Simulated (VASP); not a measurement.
# Er4Br (I4/m) in VASP: notebook

The runs below take Er4Br through single point, with PBE.

Program: VASP 6.6.1. These are calculated values, not measurements. Logs are shortened: lines on timing, memory, paths and dates and some standing lists are left out, and cuts for length are marked.

## (1) The cell of the first run

The structure is tetragonal, space group I4/m (No. 87). Conventional cell: a = 7.360 Å, b = 7.360 Å, c = 5.652 Å, α = 90.00°, β = 90.00°, γ = 90.00°. Er (site symmetry m) has 3 Br at 2.91 to 3.91 Å and 11 Er at 3.14 to 4.11 Å within 4.2 Å. Br (site symmetry 4/m) has 12 Er at 2.91 to 3.91 Å within 4.0 Å.

The cell was generated, and may not be a known phase.

## (2) Single point, PBE

The input, INCAR:

```
PREC = Accurate ; ENCUT = 500
EDIFF = 1E-6 ; ISMEAR = 0
SIGMA = 0.2 ; LREAL = False
LASPH = True ; NELM = 200
ALGO = Normal ; ISIF = 2
LWAVE = False ; LCHARG = False
GGA = PE ; NBANDS = 30
GGA_COMPAT = False ; LMAXMIX = 6
```

The input, KPOINTS:

```
regular mesh
0
Gamma
  4 4 4
```

The input, POSCAR:

```
Er4Br
1.0
   -3.6799144666      3.6799144666      2.8258297347
    3.6799144666     -3.6799144666      2.8258297347
    3.6799144666      3.6799144666     -2.8258297347
Er Br
4 1
Direct
    0.6396669056      0.1613954398      0.8010623454
    0.8386045602      0.6396669056      0.4782714658
    0.3603330944      0.8386045602      0.1989376546
    0.1613954398      0.3603330944      0.5217285342
    0.0000000000      0.0000000000      0.0000000000
```

Potentials or basis: VASP PAW PBE potentials, release 64 (Er_3, Br), 4f in core.

Command:

```
cat potpaw_PBE.64/Er_3/POTCAR potpaw_PBE.64/Br/POTCAR > POTCAR
mpirun -np 1 vasp_std > vasp.out
```

OUTCAR:

```text
PREC = Accurate
   ENCUT = 500
   EDIFF = 1E-6
   ISMEAR = 0
   LREAL = False
   LASPH = True
   NELM = 200
   ISIF = 2
   GGA = PE

 ion  position               nearest neighbor table
   1  0.640  0.161  0.801-   5 2.91   3 3.14   3 3.51   3 3.51   2 3.59   4 3.59   2 3.59   4 3.59

   2  0.839  0.640  0.478-   5 2.91   4 3.14   4 3.51   4 3.51   1 3.59   3 3.59   1 3.59   3 3.59

   3  0.360  0.839  0.199-   5 2.91   1 3.14   1 3.51   1 3.51   4 3.59   2 3.59   4 3.59   2 3.59

   4  0.161  0.360  0.522-   5 2.91   2 3.14   2 3.51   2 3.51   3 3.59   1 3.59   3 3.59   1 3.59

   5  0.000  0.000  0.000-   4 2.91   2 2.91   3 2.91   1 2.91

  LATTYP: Found a body centered tetragonal cell.
 ALAT       =     7.3598289332
 C/A-ratio  =     0.7679063631

  Lattice vectors:

 A1 = (  -3.6799144666,   3.6799144666,   2.8258297347)
 A2 = (   3.6799144666,  -3.6799144666,   2.8258297347)
 A3 = (   3.6799144666,   3.6799144666,  -2.8258297347)

Analysis of symmetry for initial positions (statically):
=====================================================================
 Subroutine PRICEL returns:
 Original cell was already a primitive cell.

 Routine SETGRP: Setting up the symmetry group for a
 body centered tetragonal supercell.

 Subroutine GETGRP returns: Found  8 space group operations
 (whereof  8 operations were pure point group operations)
 out of a pool of 16 trial point group operations.

The static configuration has the point symmetry C_4h.

Analysis of symmetry for dynamics (positions and initial velocities):
=====================================================================
 Subroutine PRICEL returns:
 Original cell was already a primitive cell.

 Routine SETGRP: Setting up the symmetry group for a
 body centered tetragonal supercell.

 Subroutine GETGRP returns: Found  8 space group operations
 (whereof  8 operations were pure point group operations)
 out of a pool of 16 trial point group operations.

The dynamic configuration has the point symmetry C_4h.

 Subroutine INISYM returns: Found  8 space group operations
 (whereof  8 operations are pure point group operations),
 and found     1 'primitive' translations

----------------------------------------------------------------------------------------

                                     Primitive cell

  volume of cell :     153.0670

  direct lattice vectors                    reciprocal lattice vectors
    -3.679914467  3.679914467  2.825829735     0.000000000  0.135872723  0.176939181
     3.679914467 -3.679914467  2.825829735     0.135872723  0.000000000  0.176939181
     3.679914467  3.679914467 -2.825829735     0.135872723  0.135872723  0.000000000

  length of vectors
     5.921896204  5.921896204  5.921896204     0.223089379  0.223089379  0.192153048

  position of ions in fractional coordinates (direct lattice)
     0.639666906  0.161395440  0.801062345
     0.838604560  0.639666906  0.478271466
     0.360333094  0.838604560  0.198937655
     0.161395440  0.360333094  0.521728534
     0.000000000  0.000000000  0.000000000

  ion indices of the primitive-cell ions
   primitive index   ion index
                 1           1
                 2           2
                 3           3
                 4           4
                 5           5

----------------------------------------------------------------------------------------

 KPOINTS: regular mesh

Automatic generation of k-mesh.
 Grid dimensions read from file:
 generate k-points for:    4    4    4

 Generating k-lattice:

  Cartesian coordinates                     Fractional coordinates (reciprocal lattice)
     0.000000000  0.033968181  0.044234795     0.250000000  0.000000000  0.000000000
     0.033968181  0.000000000  0.044234795     0.000000000  0.250000000  0.000000000
     0.033968181  0.033968181  0.000000000     0.000000000  0.000000000  0.250000000

  Length of vectors
     0.055772345  0.055772345  0.048038262

  Shift w.r.t. Gamma in fractional coordinates (k-lattice)
     0.000000000  0.000000000  0.000000000

 Subroutine IBZKPT returns following result:
 ===========================================

 Found     14 irreducible k-points:

 Following reciprocal coordinates:
            Coordinates               Weight
  0.000000  0.000000  0.000000      1.000000
  0.250000  0.000000  0.000000      8.000000
  0.500000  0.000000  0.000000      4.000000
  0.250000  0.250000  0.000000      8.000000
  0.500000  0.250000  0.000000      8.000000
 -0.250000  0.500000  0.000000      8.000000
 -0.250000  0.250000  0.000000      4.000000
  0.500000  0.500000  0.000000      2.000000
  0.250000  0.250000  0.250000      2.000000
 -0.250000  0.250000  0.250000      4.000000
  0.500000  0.500000  0.250000      4.000000
 -0.250000  0.500000  0.250000      8.000000
 -0.250000 -0.250000  0.250000      2.000000
  0.500000  0.500000  0.500000      1.000000
   k-points           NKPTS =     14   k-points in BZ     NKDIM =     14   number of bands    NBANDS=     30
   number of dos      NEDOS =    301   number of ions     NIONS =      5
   total plane-waves  NPLWV = 110592
   dimension x,y,z NGX =    48 NGY =   48 NGZ =   48
   dimension x,y,z NGXF=    96 NGYF=   96 NGZF=   96
   ions per type =               4   1
   NGX,Y,Z   is equivalent  to a cutoff of  13.48, 13.48, 13.48 a.u.
   NGXF,Y,Z  is equivalent  to a cutoff of  26.95, 26.95, 26.95 a.u.
 SYSTEM =  unknown system
   PREC   = accura    normal or accurate (medium, high low for compatibility)
   ISTART =      0    job   : 0-new  1-cont  2-samecut
   ICHARG =      2    charge: 1-file 2-atom 10-const
   ISPIN  =      1    spin polarized calculation?
   LNONCOLLINEAR =      F non collinear calculations
   LSORBIT =      F    spin-orbit coupling
   LASPH  =      T    aspherical Exc in radial PAW
   ENCUT  =  500.0 eV  36.75 Ry    6.06 a.u.  10.80 10.80 10.80*2*pi/ulx,y,z
   NELM   =    200;   NELMIN=  2; NELMDL= -5     # of ELM steps
   EDIFF  = 0.1E-05   stopping-criterion for ELM
   LREAL  =      F    real-space projection
   EDIFFG = 0.1E-04   stopping-criterion for IOM
   NSW    =      0    number of steps for IOM
   IBRION =     -1    ionic relax: 0-MD 1-quasi-New 2-CG
   NFREE  =      0    steps in history (QN), initial steepest desc. (CG)
   ISIF   =      2    stress and relaxation
   ISYM   =      2    0-nonsym 1-usesym 2-fastsym
   POTIM  = 0.5000    time-step for ionic-motion
   TEBEG  =    0.0;   TEEND  =   0.0 temperature during run
   PSTRESS=    0.0 pullay stress
   NELECT =      43.0000    total number of electrons
   NUPDOWN=      -1.0000    fix difference up-down
   EMIN   =  10.00;   EMAX   =-10.00  energy-range for DOS
   EFERMI =   0.00;   METHOD = LEGACY
   ISMEAR =     0;   SIGMA  =   0.20  broadening in eV -4-tet -1-fermi 0-gaus
   EFERMI_NEDOS =   21; number of points for ismear=-14 and -15
   IALGO  =     38    algorithm
   IMIX   =      4    mixing-type and parameters
     AMIX     =   0.40;   BMIX     =  1.00
     AMIX_MAG =   1.60;   BMIX_MAG =  1.00
  volume/ion in A,a.u.               =      30.61       206.59
  Fermi-wavevector in a.u.,A,eV,Ry     =   1.072187  2.026139 15.641051  1.149585
  Thomas-Fermi vector in A             =   2.207950
   LORBIT       =      0    0 simple, 1 ext, 2 COOP (PROOUT), +10 PAW based schemes
   GGA     = PE    functional components
   LHFCALC =     F    Hartree Fock is set to
   AEXX    =    0.0000 exact exchange contribution
   IVDW    =     0    specifies the selected vdW correction
   LEPSILON=     F    determine dielectric tensor
   LRPA    =     F    only Hartree local field effects (RPA)
 non-spin polarized calculation
 Gauss-broadening in eV      SIGMA  =   0.20
  energy-cutoff  :      500.00
  volume of cell :      153.07
 maximum number of plane-waves:      3902
 NGX is ok and might be reduce to    48
   NGX = 21   NGY = 21   NGZ = 21

 number of electron      43.0000005 magnetization

 Free energy of the ion-electron system (eV)
  ---------------------------------------------------
  ext. energy  EPLUGINS =         0.00000000
  ---------------------------------------------------
  free energy    TOTEN  =       -20.39439449 eV

  energy without entropy =      -20.27177286  energy(sigma->0) =      -20.33308368

 E-fermi :   3.3513     XC(G=0):  -9.5850

 val. band max:        3.3498723350   @ k =  -0.2500   0.5000   0.2500
 cond. band min:       3.4415134390   @ k =   0.2500   0.2500   0.0000
 fundamental gap:      0.0916411040
 Fermi energy:         3.3512947791

 k-point     1 :       0.0000    0.0000    0.0000
  band No.  band energies     occupation
      1     -21.7896      2.00000
      2     -21.7727      2.00000
      3     -21.7727      2.00000
      4     -21.7636      2.00000
      5     -21.6874      2.00000
      6     -21.6858      2.00000
[... 22 lines left out ...]
     29       5.8600      0.00000
     30       5.9636      0.00000

 k-point     2 :       0.2500    0.0000    0.0000
  band No.  band energies     occupation
      1     -21.8293      2.00000
      2     -21.8257      2.00000
      3     -21.7862      2.00000
      4     -21.7428      2.00000
      5     -21.6946      2.00000
      6     -21.6885      2.00000
[... 22 lines left out ...]
     29       5.4861      0.00000
     30       5.9280      0.00000

 k-point     3 :       0.5000    0.0000    0.0000
  band No.  band energies     occupation
      1     -21.8569      2.00000
      2     -21.8518      2.00000
      3     -21.7572      2.00000
      4     -21.7304      2.00000
      5     -21.6978      2.00000
      6     -21.6958      2.00000
[... 22 lines left out ...]
     29       5.5396      0.00000
     30       5.7665      0.00000

 k-point     4 :       0.2500    0.2500    0.0000
  band No.  band energies     occupation
      1     -21.8634      2.00000
      2     -21.8065      2.00000
      3     -21.8045      2.00000
      4     -21.7330      2.00000
      5     -21.7096      2.00000
      6     -21.6770      2.00000
[... 286 lines left out ...]
     29       5.6208      0.00000
     30       5.7591      0.00000

 k-point    13 :      -0.2500   -0.2500    0.2500
  band No.  band energies     occupation
      1     -21.8720      2.00000
      2     -21.7960      2.00000
      3     -21.7960      2.00000
      4     -21.7668      2.00000
      5     -21.6925      2.00000
      6     -21.6555      2.00000
[... 22 lines left out ...]
     29       5.2418      0.00000
     30       5.2604      0.00000

 k-point    14 :       0.5000    0.5000    0.5000
  band No.  band energies     occupation
      1     -21.8472      2.00000
      2     -21.8326      2.00000
      3     -21.7786      2.00000
      4     -21.7333      2.00000
      5     -21.7333      2.00000
      6     -21.6206      2.00000
[... 22 lines left out ...]
     29       5.6759      0.00000
     30       5.6791      0.00000

------------------------ aborting loop because EDIFF is reached ----------------------------------------

  FORCE on cell =-STRESS in cart. coord.  units (eV):
  Direction    XX          YY          ZZ          XY          YZ          ZX
  --------------------------------------------------------------------------------------
  -------------------------------------------------------------------------------------
  Total        0.4066396      0.4066396      0.3352661     -0.0000017     -0.0000000      0.0000000
  in kB        4.2563647      4.2563647      3.5092862     -0.0000177     -0.0000000      0.0000000
  external PRESSURE =       4.0073385 kB  Pullay stress =       0.0000000 kB

 VOLUME and BASIS-vectors are now :
 -----------------------------------------------------------------------------
  energy-cutoff  :      500.00
  volume of cell :      153.07
      direct lattice vectors                 reciprocal lattice vectors
    -3.679914467  3.679914467  2.825829735     0.000000000  0.135872723  0.176939181
     3.679914467 -3.679914467  2.825829735     0.135872723  0.000000000  0.176939181
     3.679914467  3.679914467 -2.825829735     0.135872723  0.135872723  0.000000000

 POSITION                                       TOTAL-FORCE (eV/Angst)
 -----------------------------------------------------------------------------------
      1.18784      4.70784      0.00000         0.042916     -0.027436     -0.000000
      1.02792      2.49207      2.82583        -0.027436     -0.042916     -0.000000
      2.49207     -1.02792      2.82583        -0.042916      0.027436      0.000000
      2.65199      1.18784      0.00000         0.027436      0.042916      0.000000
      0.00000      0.00000      0.00000        -0.000000      0.000000      0.000000
 -----------------------------------------------------------------------------------
    total drift:                               -0.000000     -0.000000      0.000000

  FREE ENERGIE OF THE ION-ELECTRON SYSTEM (eV)
  ---------------------------------------------------
  free  energy   TOTEN  =       -20.3943944925 eV

  energy  without entropy=      -20.2717728644  energy(sigma->0) =      -20.33308368
```

Run time: 62 s. Hardware: 1 thread of Intel Xeon 6975P-C (Granite Rapids), shared host; peak memory 0.34 GiB.

What came out:

| Item | Value |
| --- | --- |
| Free energy | -20.3944 eV |
| Pressure | 0.4 GPa |
| Largest force | 0.051 eV/Å |
| Band gap on the k mesh | zero (an odd number of electrons rules out a gap without spin polarisation) |

Forces on the atoms (eV/Å):
```
Er   0.043 -0.027  0.000
Er  -0.027 -0.043  0.000
Er  -0.043  0.027  0.000
Er   0.027  0.043  0.000
Br   0.000  0.000  0.000
```

Levels at points of the mesh, in eV from the Fermi level:
| k point | band 19 | band 20 | band 21 | band 22 | band 23 | band 24 | band 25 | band 26 |
| --- | --- | --- | --- | --- | --- | --- | --- | --- |
| (0.00, 0.00, 0.00) | -0.55 | -0.54 | -0.49 | 0.25 | 0.52 | 0.52 | 1.21 | 1.70 |
| (0.50, 0.00, 0.00) | -1.27 | -0.37 | -0.29 | -0.04 | 0.39 | 0.84 | 0.88 | 1.28 |
| (0.50, 0.50, 0.00) | -1.02 | -0.60 | -0.44 | -0.37 | 0.30 | 0.91 | 1.46 | 1.52 |
| (0.50, 0.50, 0.50) | -1.39 | -1.39 | -0.29 | 0.29 | 0.37 | 0.37 | 0.43 | 0.79 |

Caveat: spin-orbit coupling is left out, which moves the levels of the heavy elements; the 4f electrons are frozen in the core, so they carry no moment and show no levels; an odd number of electrons without spin polarisation forces a metal; a magnetic or distorted state may lie lower; the run has no spin polarisation, though such a crystal can be magnetic. Spin polarisation is off, so any magnetic state and its effect on volume and gap are missing.

## (3) Single point, PBE

The input, INCAR:

```
PREC = Accurate ; ENCUT = 500
EDIFF = 1E-6 ; ISMEAR = 0
SIGMA = 0.1 ; LREAL = False
LASPH = True ; NELM = 200
ALGO = Normal ; ISIF = 2
LWAVE = False ; LCHARG = True
GGA = PE ; LELF = True
LVHAR = True ; NBANDS = 30
GGA_COMPAT = False ; LMAXMIX = 6
```

The input, KPOINTS:

```
Automatic mesh
0
Gamma
  4 4 4
```

The input, POSCAR:

```
Er4Br
1.0
   -3.6799144666      3.6799144666      2.8258297347
    3.6799144666     -3.6799144666      2.8258297347
    3.6799144666      3.6799144666     -2.8258297347
Er Br
4 1
Direct
    0.3603330944      0.1613954398      0.5217285342
    0.1613954398      0.6396669056      0.8010623454
    0.6396669056      0.8386045602      0.4782714658
    0.8386045602      0.3603330944      0.1989376546
    0.0000000000      0.0000000000      0.0000000000
```

Potentials or basis: VASP PAW PBE potentials, release 64 (Er_3, Br), 4f in core.

Command:

```
cat potpaw_PBE.64/Er_3/POTCAR potpaw_PBE.64/Br/POTCAR > POTCAR
mpirun -np 1 vasp_std > vasp.out
```

Wall time 79 s (1 thread of Intel Xeon 6975P-C (Granite Rapids), shared host); peak memory 0.33 GiB.

The run converged. Its results:

```yaml
Free_energy: -20.3490 eV
Pressure: 0.4 GPa
Largest_force: 0.037 eV/Å
Band_gap_on_the_k_mesh: zero (an odd number of electrons rules out a gap without spin polarisation)
```

Forces in eV/Å, atoms in the order of the input:
```
Er   0.027  0.024  0.000
Er  -0.024  0.027  0.000
Er  -0.027 -0.024  0.000
Er   0.024 -0.027  0.000
Br   0.000  0.000  0.000
```

Stress tensor (GPa, compression positive):
```
0.35 0.00 0.00
0.00 0.35 0.00
0.00 0.00 0.44
```

Levels at points of the mesh, in eV from the Fermi level:
| k point | band 17 | band 18 | band 19 | band 20 | band 21 | band 22 | band 23 | band 24 | band 25 | band 26 |
| --- | --- | --- | --- | --- | --- | --- | --- | --- | --- | --- |
| (0.00, 0.00, 0.00) | -4.47 | -0.54 | -0.54 | -0.52 | -0.47 | 0.27 | 0.53 | 0.53 | 1.23 | 1.72 |
| (0.50, 0.00, 0.00) | -2.37 | -1.73 | -1.25 | -0.35 | -0.27 | -0.02 | 0.41 | 0.86 | 0.90 | 1.30 |
| (0.50, 0.50, 0.00) | -2.57 | -2.29 | -1.00 | -0.58 | -0.42 | -0.35 | 0.32 | 0.93 | 1.47 | 1.54 |
| (0.50, 0.50, 0.50) | -1.93 | -1.89 | -1.37 | -1.37 | -0.27 | 0.30 | 0.39 | 0.39 | 0.45 | 0.80 |

Caveat: spin-orbit coupling is left out, which moves the levels of the heavy elements; the 4f electrons are frozen in the core, so they carry no moment and show no levels; an odd number of electrons without spin polarisation forces a metal; a magnetic or distorted state may lie lower; the run has no spin polarisation, though such a crystal can be magnetic. Spin polarisation is off, so any magnetic state and its effect on volume and gap are missing.

The gap in the log of VASP goes by the Fermi energy; the results here count the filled bands.